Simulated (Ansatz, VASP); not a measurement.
SiNi3: VASP beside Ansatz

```
Ni Si
1.0
     3.54200    0.00000    0.00000
     0.00000    3.54200    0.00000
     0.00000    0.00000    3.54200
Ni Si
3 1
Cartesian
  1.7710 1.7710 0.0000
  1.7710 0.0000 1.7710
  0.0000 1.7710 1.7710
  0.0000 0.0000 0.0000
```

Alike in both runs: task single point; functional PBE; k mesh 8 × 8 × 8; occupations fermi-dirac, width 0.05 eV; collinear spin.

|  | VASP | Ansatz |
| --- | --- | --- |
| version | VASP 6.6.1 | Ansatz 0.2.0 |
| potentials or method | VASP PAW PBE potentials, release 64 (Ni, Si) | Ansatz PAW |
| plane-wave cutoff (eV) | 520 | 420 |
| valence electrons in the cell | 34 | 58 |

Ansatz gave:

```
gap on the k mesh at the Fermi level (eV) : none
pressure (GPa)                            : -6.0
net moment per atom (μB)                  : 0.00
```

Q: Which values does VASP return?

A: gap on the k mesh at the Fermi level (eV): none; pressure (GPa): -5.9; net moment per atom (μB): 0.00.

A gap of «none» marks a metal or a gap that the smearing closes. VASP's potentials hold 34 valence electrons a cell and Ansatz's 58, so a difference there can come from the potentials and not from the codes.
